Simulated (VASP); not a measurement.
Input of a VASP 6.6.1 run:

INCAR

```
PREC     = Accurate       # precision mode
ENCUT    = 520            # plane-wave cutoff, eV
EDIFF    = 1E-7           # SCF threshold, eV
ISMEAR   = 0              # smearing method
SIGMA    = 0.1            # smearing width, eV
LREAL    = False          # projectors in reciprocal space
LASPH    = True           # aspherical terms in the spheres
NELM     = 80             # most SCF steps
ALGO     = Normal         # electronic algorithm
ISIF     = 2              # what is computed and relaxed
LWAVE    = False          # write WAVECAR
LCHARG   = True           # write CHGCAR
LELF     = True           # ELF
LVHAR    = True         
NBANDS   = 13             # bands
```

KPOINTS

```
regular mesh
0
Gamma
  18 18 18
```

File POSCAR:

```
W
1.0
   -1.5679399286      1.5679399286      1.5679399286
    1.5679399286     -1.5679399286      1.5679399286
    1.5679399286      1.5679399286     -1.5679399286
W
1
Direct
    0.0000000000      0.0000000000      0.0000000000
```

Potentials or basis: VASP PAW LDA potentials, release 64 (W_sv).

Run with:

```bash
$ cat potpaw_LDA.64/W_sv/POTCAR > POTCAR
$ mpirun -np 1 vasp_std > vasp.out
```

(1) Predict the band gap on the k mesh.

(2) Predict the pressure.

Results:

(1) zero (band 7 reaches 17.07 eV, above the bottom of band 8 at 10.42 eV).

(2) 2.0 GPa.

Caveat: spin-orbit coupling is left out, which moves the levels of the heavy elements.
